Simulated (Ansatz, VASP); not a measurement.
**Bi: VASP beside Ansatz**

```
Bi
1.0
     3.44660    0.00000    0.00000
    -1.72330    2.98484    0.00000
     0.00000    0.00000    5.79480
Bi
2
Cartesian
  0.0000 1.9899 1.4487
  1.7233 0.9949 4.3461
```

Alike in both runs: functional PBEsol; k mesh 6 × 6 × 4; occupations gaussian, width 0.1 eV; no spin polarisation.

Ansatz relaxed the structure, and its values are those at the end. VASP's run is a single point on that final structure, the one shown.

|  | VASP | Ansatz |
| --- | --- | --- |
| version | VASP 6.6.1 | Ansatz 0.2.0 |
| potentials or method | VASP PAW PBE potentials, release 64 (Bi_d), cutoff 520 eV | scalar-relativistic, plane waves, PAW |
| valence electrons in the cell | 30 | 30 |

|  | VASP | Ansatz | Ansatz less VASP |
| --- | --- | --- | --- |
| gap on the k mesh at the Fermi level (eV) | none | none | - |
| pressure (GPa) | -0.1 | 0.0 | +0.07 |

VASP's potentials were made for PBE, not for PBEsol. A gap of «none» marks a metal or a gap that the smearing closes.

Spin-orbit coupling is off throughout.
